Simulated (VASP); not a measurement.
Wanted: the native input for a VASP 6.6.1 run.

```yaml
Task: single point
Functional: PBE
Potentials_or_basis: VASP PAW PBE potentials, release 64 (Sr_sv, Cl)
Cutoff: 520 eV
k_mesh: 8 × 8 × 8
Occupations: fermi-dirac, width 0.02 eV
Spin: no spin polarisation
Dipole_correction: no
Further_INCAR_settings: ALGO = Normal; EDIFF = 1e-06; NBANDS = 19
```

The structure of SrCl2 lies in POSCAR:

```
SrCl2
1.0
    2.1691735015      1.2523729050      6.3804504438
   -2.1691735015      1.2523729050      6.3804504438
    0.0000000000     -2.5047458101      6.3804504438
Sr Cl
1 2
Direct
    0.0001794934      0.0001794934      0.0001794934
    0.4180391759      0.4180391759      0.4180391759
    0.2484479974      0.2484479974      0.2484479974
```

This cell differs from its parent crystal: strain +4.0%.

One way to write it, as run:

INCAR

```
ALGO = Normal
EDIFF = 1E-6
ENCUT = 520
GGA = PE
ISIF = 2
ISMEAR = -1
LASPH = True
LCHARG = False
LREAL = False
LWAVE = False
NBANDS = 19
NELM = 80
PREC = Accurate
SIGMA = 0.02
```

KPOINTS

```
k-points
0
Gamma
  8 8 8
```

Potentials or basis: VASP PAW PBE potentials, release 64 (Sr_sv, Cl).

Run with:

```bash
$ cat potpaw_PBE.64/Sr_sv/POTCAR potpaw_PBE.64/Cl/POTCAR > POTCAR
$ mpirun -np 1 vasp_std > vasp.out
```

It gave:

```json
{
 "Pressure": "-0.7 GPa",
 "Largest force": "0.007 eV/Å",
 "Band gap on the k mesh": "4.12 eV, direct"
}
```

Caveat: the cell differs from its parent crystal (strain +4.0%).

It took 3.3 min on 1 thread of Intel(R) Xeon(R) 6975P-C (Granite Rapids), on a shared host, peak memory 0.43 GiB.
